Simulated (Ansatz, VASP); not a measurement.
## Cu: VASP beside Ansatz

```xyz
1
Lattice="-1.5224 1.5224 1.3359 1.5224 -1.5224 1.3359 1.5224 1.5224 -1.3359" Properties=species:S:1:pos:R:3 pbc="T T T"
Cu    0.0000    0.0000    0.0000
```

Alike in both runs: task single point; functional PBE; k mesh 22 × 22 × 22; occupations gaussian, width 0.15 eV; no spin polarisation.

|  | VASP | Ansatz |
| --- | --- | --- |
| version | VASP 6.6.1 | Ansatz 0.2.0 |
| potentials or method | VASP PAW PBE potentials, release 64 (Cu), cutoff 520 eV | scalar-relativistic, plane waves, PAW |
| valence electrons in the cell | 11 | 19 |

```tsv
	VASP	Ansatz	Ansatz less VASP
gap on the k mesh at the Fermi level (eV)	none	none	-
pressure (GPa)	-3.0	-3.7	-0.65
traceless stress, the component that is largest in VASP (GPa)	0.91	0.89	-0.014
```

A gap of «none» marks a metal or a gap that the smearing closes. The functional is the same, so the differences come from potentials, cutoffs and numerics. VASP's potentials hold 11 valence electrons a cell and Ansatz's 19, so a difference there can come from the potentials and not from the codes.
